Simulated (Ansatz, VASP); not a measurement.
# Cs in VASP and in Ansatz

File INCAR:

```
SYSTEM = Cs
ALGO     = Normal         ! electronic algorithm
EDIFF    = 1E-6           ! SCF threshold, eV
ENCUT    = 500            ! plane-wave cutoff, eV
GGA_COMPAT= .False.      
ISIF     = 2              ! what is computed and relaxed
ISMEAR   = 0              ! smearing method
LASPH    = .True.         ! aspherical terms in the spheres
LCHARG   = .True.         ! write CHGCAR
LELF     = .True.         ! ELF
LREAL    = .False.        ! projectors in reciprocal space
LVHAR    = .True.       
LWAVE    = .False.        ! write WAVECAR
NBANDS   = 10             ! bands
NELM     = 120            ! most SCF steps
PREC     = Accurate       ! precision mode
SIGMA    = 0.05           ! smearing width, eV
```

KPOINTS

```
k-points
0
Gamma
  4 4 4
  0 0 0
```

File POSCAR:

```
Cs
1.0
   -2.9962600839      2.9962600839      2.9962600839
    2.9962600839     -2.9962600839      2.9962600839
    2.9962600839      2.9962600839     -2.9962600839
Cs
1
Direct
    0.0013351904      0.0035032132     -0.0039034730
```

Input for Ansatz:

```yaml
crystal:
  lattice:
    - [-2.9962600838694256, 2.9962600838694256, 2.9962600838694256]
    - [2.9962600838694256, -2.9962600838694256, 2.9962600838694256]
    - [2.9962600838694256, 2.996260083869424, -2.9962600838694256]
  atoms:
    - { symbol: Cs, position: [0.0013351903821561737, 0.0035032132002621, -0.003903472984258418] }
kpoints:
  mp_grid:
    grid: [4, 4, 4]
hamiltonian:
  xc: lda
scf:
  occupations:
    method: gaussian
    width: 0.05
output:
  forces: true
  stress: true
```

Alike in both runs: task single point; functional LDA; k mesh 4 × 4 × 4; occupations gaussian, width 0.05 eV; no spin polarisation.

|  | VASP | Ansatz |
| --- | --- | --- |
| version | VASP 6.6.1 | Ansatz 0.2.0 |
| potentials or method | VASP PAW LDA potentials, release 64 (Cs_sv) | plane waves, PAW |
| plane-wave cutoff (eV) | 500 | 420 |
| valence electrons in the cell | 9 | 9 |

```tsv
	VASP	Ansatz	Ansatz less VASP
pressure (GPa)	-0.3	-0.3	+0.01
```

LDA's correlation is that of Perdew and Zunger in VASP and of Perdew and Wang (1992) in Ansatz.

The k mesh is coarse, so the values compare programs but aren't converged. Neither program's run includes spin-orbit coupling.
